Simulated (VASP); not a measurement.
A run of VASP 6.6.1:

The input POSCAR:

```
MgGeSb2
1.0
    4.4887547516      0.0000000000      0.0000000000
    0.0000000000      4.4887547516      0.0000000000
    0.0000000000      0.0000000000      6.6225717775
Mg Sb Ge
1 2 1
Direct
    0.0000000000      0.0000000000      0.0000000000
    0.0000000000      0.5000000000      0.2607511146
    0.5000000000      0.0000000000      0.7392488854
    0.5000000000      0.5000000000      0.5000000000
```

The input INCAR.step1:

```
ALGO = Normal ; EDIFF = 1E-4
ENCUT = 520 ; GGA = PE
ISMEAR = -1 ; LASPH = True
LCHARG = False ; LREAL = False
LWAVE = True ; NBANDS = 21
NELM = 60 ; PREC = Accurate
SIGMA = 0.02
```

File INCAR.step2:

```
ALGO = Normal ; EDIFF = 1E-7
ENCUT = 520 ; ISIF = 2
ISMEAR = -1 ; ISTART = 1
LASPH = True ; LCHARG = False
LMIXTAU = True ; LREAL = False
LWAVE = False ; METAGGA = R2SCAN
NBANDS = 21 ; NELM = 60
PREC = Accurate ; SIGMA = 0.02
```

KPOINTS

```
k-points
0
Gamma
  6 6 4
```

Potentials or basis: VASP PAW PBE potentials, release 64 (Mg, Sb, Ge_d).

Run with:

```bash
$ cat potpaw_PBE.64/Mg/POTCAR potpaw_PBE.64/Sb/POTCAR potpaw_PBE.64/Ge_d/POTCAR > POTCAR
$ cp INCAR.step1 INCAR
$ mpirun -np 1 vasp_std > vasp.out
$ cp INCAR.step2 INCAR
$ mpirun -np 1 vasp_std > vasp.out
```

Hardware: 1 thread of Intel(R) Xeon(R) 6975P-C (Granite Rapids) (shared host).

Task: Estimate the wall time of this run.

Result: Run time: 2.2 min on 1 thread of Intel(R) Xeon(R) 6975P-C (Granite Rapids), with other jobs on the host, peak memory 0.31 GiB. Counts: k points 30.
